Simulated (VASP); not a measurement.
# Ag (Fm-3m) in VASP: further runs

Runs on Ag. Level: PBE. Tasks: single point, relaxation of cell and atoms.

All numbers are computed with VASP 6.6.1; they aren't measurements. Logs are shortened: lines on timing, memory, paths and dates and some standing lists are left out, and cuts for length are marked.

### Step 1. The cell of the first run

It takes space group Fm-3m (No. 225, cubic). Conventional cell: a = 4.147 Å, b = 4.147 Å, c = 4.147 Å, α = 90.00°, β = 90.00°, γ = 90.00°. Ag (site symmetry m-3m) has 12 Ag at 2.93 Å within 3.9 Å.

### Step 2. Single point, PBE

Contents of INCAR:

```
SYSTEM = Ag
PREC = Accurate ; ENCUT = 520
EDIFF = 1E-7 ; ISMEAR = 0
SIGMA = 0.1 ; LREAL = .False.
LASPH = .True. ; NELM = 100
ALGO = Normal ; ISIF = 2
LWAVE = .False. ; LCHARG = .False.
GGA = PE ; NBANDS = 12
```

Contents of KPOINTS:

```
Automatic mesh
0
Gamma
  18 18 18
  0 0 0
```

Contents of POSCAR:

```
Ag
1.0
    0.0000000000      2.0735893383      2.0735893383
    2.0735893383      0.0000000000      2.0735893383
    2.0735893383      2.0735893383      0.0000000000
Ag
1
Direct
    0.0000000000      0.0000000000      0.0000000000
```

Potentials or basis: VASP PAW PBE potentials, release 64 (Ag).

Started as:

```
> cat potpaw_PBE.64/Ag/POTCAR > POTCAR
> mpirun -np 1 vasp_std > vasp.out
```

OUTCAR:

```text
SYSTEM = Ag
   PREC = Accurate
   ENCUT = 520
   EDIFF = 1E-7
   ISMEAR = 0
   LREAL = .False.
   LASPH = .True.
   NELM = 100
   ISIF = 2
   GGA = PE

 ion  position               nearest neighbor table
   1  0.000  0.000  0.000-

  LATTYP: Found a face centered cubic cell.
 ALAT       =     4.1471786766

  Lattice vectors:

 A1 = (   0.0000000000,   2.0735893383,   2.0735893383)
 A2 = (   2.0735893383,   0.0000000000,   2.0735893383)
 A3 = (   2.0735893383,   2.0735893383,   0.0000000000)

Analysis of symmetry for initial positions (statically):
=====================================================================
 Subroutine PRICEL returns:
 Original cell was already a primitive cell.

 Routine SETGRP: Setting up the symmetry group for a
 face centered cubic supercell.

 Subroutine GETGRP returns: Found 48 space group operations
 (whereof 48 operations were pure point group operations)
 out of a pool of 48 trial point group operations.

The static configuration has the point symmetry O_h .

Analysis of symmetry for dynamics (positions and initial velocities):
=====================================================================
 Subroutine PRICEL returns:
 Original cell was already a primitive cell.

 Routine SETGRP: Setting up the symmetry group for a
 face centered cubic supercell.

 Subroutine GETGRP returns: Found 48 space group operations
 (whereof 48 operations were pure point group operations)
 out of a pool of 48 trial point group operations.

The dynamic configuration has the point symmetry O_h .

 Subroutine INISYM returns: Found 48 space group operations
 (whereof 48 operations are pure point group operations),
 and found     1 'primitive' translations

----------------------------------------------------------------------------------------

                                     Primitive cell

  volume of cell :      17.8319

  direct lattice vectors                    reciprocal lattice vectors
     0.000000000  2.073589338  2.073589338    -0.241127783  0.241127783  0.241127783
     2.073589338  0.000000000  2.073589338     0.241127783 -0.241127783  0.241127783
     2.073589338  2.073589338  0.000000000     0.241127783  0.241127783 -0.241127783

  length of vectors
     2.932498165  2.932498165  2.932498165     0.417645571  0.417645571  0.417645571

  position of ions in fractional coordinates (direct lattice)
     0.000000000  0.000000000  0.000000000

  ion indices of the primitive-cell ions
   primitive index   ion index
                 1           1

----------------------------------------------------------------------------------------

 KPOINTS: Automatic mesh

Automatic generation of k-mesh.
 Grid dimensions read from file:
 generate k-points for:   18   18   18

 Generating k-lattice:

  Cartesian coordinates                     Fractional coordinates (reciprocal lattice)
    -0.013395988  0.013395988  0.013395988     0.055555556  0.000000000  0.000000000
     0.013395988 -0.013395988  0.013395988     0.000000000  0.055555556  0.000000000
     0.013395988  0.013395988 -0.013395988     0.000000000  0.000000000  0.055555556

  Length of vectors
     0.023202532  0.023202532  0.023202532

  Shift w.r.t. Gamma in fractional coordinates (k-lattice)
     0.000000000  0.000000000  0.000000000

 Subroutine IBZKPT returns following result:
 ===========================================

 Found    195 irreducible k-points:

 Following reciprocal coordinates:
            Coordinates               Weight
  0.000000  0.000000  0.000000      1.000000
  0.055556  0.000000  0.000000      8.000000
  0.111111  0.000000  0.000000      8.000000
  0.166667  0.000000  0.000000      8.000000
  0.222222  0.000000  0.000000      8.000000
  0.277778  0.000000  0.000000      8.000000
[... 16 lines left out ...]
 -0.277778  0.055556  0.000000     24.000000
 -0.222222  0.055556  0.000000     24.000000
 [... further k-points ...]
   k-points           NKPTS =    195   k-points in BZ     NKDIM =    195   number of bands    NBANDS=     12
   number of dos      NEDOS =    301   number of ions     NIONS =      1
   total plane-waves  NPLWV =  13824
   dimension x,y,z NGX =    24 NGY =   24 NGZ =   24
   dimension x,y,z NGXF=    48 NGYF=   48 NGZF=   48
   ions per type =               1
   NGX,Y,Z   is equivalent  to a cutoff of  13.61, 13.61, 13.61 a.u.
   NGXF,Y,Z  is equivalent  to a cutoff of  27.21, 27.21, 27.21 a.u.
 SYSTEM =  Ag
   PREC   = accura    normal or accurate (medium, high low for compatibility)
   ISTART =      0    job   : 0-new  1-cont  2-samecut
   ICHARG =      2    charge: 1-file 2-atom 10-const
   ISPIN  =      1    spin polarized calculation?
   LNONCOLLINEAR =      F non collinear calculations
   LSORBIT =      F    spin-orbit coupling
   LASPH  =      T    aspherical Exc in radial PAW
   ENCUT  =  520.0 eV  38.22 Ry    6.18 a.u.   5.45  5.45  5.45*2*pi/ulx,y,z
   NELM   =    100;   NELMIN=  2; NELMDL= -5     # of ELM steps
   EDIFF  = 0.1E-06   stopping-criterion for ELM
   LREAL  =      F    real-space projection
   EDIFFG = 0.1E-05   stopping-criterion for IOM
   NSW    =      0    number of steps for IOM
   IBRION =     -1    ionic relax: 0-MD 1-quasi-New 2-CG
   NFREE  =      0    steps in history (QN), initial steepest desc. (CG)
   ISIF   =      2    stress and relaxation
   ISYM   =      2    0-nonsym 1-usesym 2-fastsym
   POTIM  = 0.5000    time-step for ionic-motion
   TEBEG  =    0.0;   TEEND  =   0.0 temperature during run
   PSTRESS=    0.0 pullay stress
   NELECT =      11.0000    total number of electrons
   NUPDOWN=      -1.0000    fix difference up-down
   EMIN   =  10.00;   EMAX   =-10.00  energy-range for DOS
   EFERMI =   0.00;   METHOD = LEGACY
   ISMEAR =     0;   SIGMA  =   0.10  broadening in eV -4-tet -1-fermi 0-gaus
   EFERMI_NEDOS =   21; number of points for ismear=-14 and -15
   IALGO  =     38    algorithm
   IMIX   =      4    mixing-type and parameters
     AMIX     =   0.40;   BMIX     =  1.00
     AMIX_MAG =   1.60;   BMIX_MAG =  1.00
  volume/ion in A,a.u.               =      17.83       120.34
  Fermi-wavevector in a.u.,A,eV,Ry     =   1.393605  2.633531 26.424343  1.942134
  Thomas-Fermi vector in A             =   2.517235
   LORBIT       =      0    0 simple, 1 ext, 2 COOP (PROOUT), +10 PAW based schemes
   GGA     = PE    functional components
   LHFCALC =     F    Hartree Fock is set to
   AEXX    =    0.0000 exact exchange contribution
   IVDW    =     0    specifies the selected vdW correction
   LEPSILON=     F    determine dielectric tensor
   LRPA    =     F    only Hartree local field effects (RPA)
 non-spin polarized calculation
 Gauss-broadening in eV      SIGMA  =   0.10
  energy-cutoff  :      520.00
  volume of cell :       17.83
 maximum number of plane-waves:       531
 NGX is ok and might be reduce to    24
   NGX = 11   NGY = 11   NGZ = 11

 number of electron      11.0000000 magnetization

 Free energy of the ion-electron system (eV)
  ---------------------------------------------------
  ext. energy  EPLUGINS =         0.00000000
  ---------------------------------------------------
  free energy    TOTEN  =        -2.72080511 eV

  energy without entropy =       -2.71971976  energy(sigma->0) =       -2.72026244

 E-fermi :   7.7913     XC(G=0): -11.9442

 val. band max:        7.7608055884   @ k =   0.5000   0.1667   0.0556
 cond. band min:       7.9008505656   @ k =   0.5000   0.3333   0.1111
 fundamental gap:      0.1400449772
 Fermi energy:         7.7913148335

 k-point     1 :       0.0000    0.0000    0.0000
  band No.  band energies     occupation
      1       0.3783      2.00000
      2       3.1732      2.00000
      3       3.1732      2.00000
      4       3.1732      2.00000
      5       4.1277      2.00000
      6       4.1277      2.00000
      7      23.7430      0.00000
      8      27.0561      0.00000
      9      27.0561      0.00000
     10      27.0561      0.00000
     11      31.7566      0.00000
     12      32.6194      0.00000

 k-point     2 :       0.0556    0.0000    0.0000
  band No.  band energies     occupation
      1       0.4717      2.00000
      2       3.1528      2.00000
      3       3.1983      2.00000
      4       3.1983      2.00000
      5       4.1183      2.00000
      6       4.1183      2.00000
      7      23.7480      0.00000
      8      26.2148      0.00000
      9      27.0813      0.00000
     10      27.0813      0.00000
     11      31.7674      0.00000
     12      32.5327      0.00000

 k-point     3 :       0.1111    0.0000    0.0000
  band No.  band energies     occupation
      1       0.7415      2.00000
      2       3.1056      2.00000
      3       3.2636      2.00000
      4       3.2636      2.00000
      5       4.0998      2.00000
      6       4.0998      2.00000
      7      23.3893      0.00000
      8      24.8998      0.00000
      9      27.1354      0.00000
     10      27.1354      0.00000
     11      30.9472      0.00000
     12      32.2076      0.00000
[... 286 lines left out ...]
 k-point    23 :      -0.2778    0.0556    0.0000
  band No.  band energies     occupation
      1       1.8765      2.00000
      2       3.2970      2.00000
      3       3.3535      2.00000
      4       3.7992      2.00000
      5       4.2636      2.00000
      6       4.7499      2.00000
      7      16.9331      0.00000
      8      23.5122      0.00000
      9      25.4690      0.00000
     10      27.7195      0.00000
     11      29.6397      0.00000
     12      29.7951      0.00000

 k-point    24 :      -0.2222    0.0556    0.0000
  band No.  band energies     occupation
      1       1.7387      2.00000
      2       3.1983      2.00000
      3       3.4006      2.00000
      4       3.4276      2.00000
      5       4.0869      2.00000
      6       4.4296      2.00000
      7      19.0452      0.00000
      8      23.8001      0.00000
      9      26.0131      0.00000
     10      28.4122      0.00000
     11      29.1642      0.00000
     12      30.0696      0.00000

 [... further k-points ...]
[... 5 lines left out ...]
  --------------------------------------------------------------------------------------
  -------------------------------------------------------------------------------------
  Total       -0.0118403     -0.0118403     -0.0118403      0.0000000      0.0000000      0.0000000
  in kB       -1.0638339     -1.0638339     -1.0638339      0.0000000      0.0000000      0.0000000
  external PRESSURE =      -1.0638339 kB  Pullay stress =       0.0000000 kB

 VOLUME and BASIS-vectors are now :
 -----------------------------------------------------------------------------
  energy-cutoff  :      520.00
  volume of cell :       17.83
      direct lattice vectors                 reciprocal lattice vectors
     0.000000000  2.073589338  2.073589338    -0.241127783  0.241127783  0.241127783
     2.073589338  0.000000000  2.073589338     0.241127783 -0.241127783  0.241127783
     2.073589338  2.073589338  0.000000000     0.241127783  0.241127783 -0.241127783

 POSITION                                       TOTAL-FORCE (eV/Angst)
 -----------------------------------------------------------------------------------
      0.00000      0.00000      0.00000        -0.000000      0.000000     -0.000000
 -----------------------------------------------------------------------------------
    total drift:                                0.000000      0.000000     -0.000000

  FREE ENERGIE OF THE ION-ELECTRON SYSTEM (eV)
  ---------------------------------------------------
  free  energy   TOTEN  =        -2.7208051098 eV

  energy  without entropy=       -2.7197197632  energy(sigma->0) =       -2.72026244
```

Run time: 24 s. Hardware: 1 thread of Intel Xeon Platinum 8259CL at 2.50GHz (Skylake/Cascade Lake), shared host; peak memory 0.17 GiB.

Results:

* Free energy: -2.7208 eV
* Pressure: -0.1 GPa

Levels at points of the mesh, in eV from the Fermi level:
| k point | band 2 | band 3 | band 4 | band 5 | band 6 | band 7 | band 8 | band 9 | band 10 | band 11 |
| --- | --- | --- | --- | --- | --- | --- | --- | --- | --- | --- |
| (0.00, 0.00, 0.00) | -4.62 | -4.62 | -4.62 | -3.66 | -3.66 | 15.95 | 19.26 | 19.26 | 19.26 | 23.97 |
| (0.50, 0.00, 0.00) | -4.64 | -4.64 | -2.93 | -2.93 | -0.25 | 3.39 | 15.18 | 17.44 | 17.44 | 22.25 |
| (0.50, 0.50, 0.00) | -6.00 | -2.96 | -2.74 | -2.74 | 1.68 | 6.43 | 10.47 | 10.47 | 16.69 | 16.71 |

(Part 1 of 2 ends here.)
